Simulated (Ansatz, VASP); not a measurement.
Two plane-wave programs on ZnS

```
Zn S
1.0
     0.00000    2.70465    2.70465
     2.83988    0.00000    2.70465
     2.83988    2.70465    0.00000
Zn S
1 1
Direct
  0.00000 0.00000 0.00000
  0.75000 0.75000 0.75000
```

Change from the starting cell: strain +0.0500 x Voigt [1, 0, 0, 0, 0, 0], atoms carried along.

Alike in both runs: task single point; functional r2SCAN; k mesh 8 × 8 × 8; occupations gaussian, width 0.05 eV; no spin polarisation.

|  | VASP | Ansatz |
| --- | --- | --- |
| version | VASP 6.6.1 | Ansatz 0.2.0 |
| potentials or method | VASP PAW PBE potentials, release 64 (Zn, S), cutoff 520 eV | scalar-relativistic, plane waves, PAW |
| valence electrons in the cell | 18 | 18 |

```tsv
	VASP	Ansatz	Ansatz less VASP
gap on the k mesh at the Fermi level (eV)	2.37	2.36	-0.006
least direct gap on the mesh (eV)	2.37	2.36	-0.006
pressure (GPa)	-4.2	-4.2	-0.03
traceless stress, the component that is largest in VASP (GPa)	-1.62	-1.58	+0.040
```

VASP's potentials were made for PBE, not for r2SCAN. With one functional, cell and mesh, what is left measures potentials, basis and numerics.
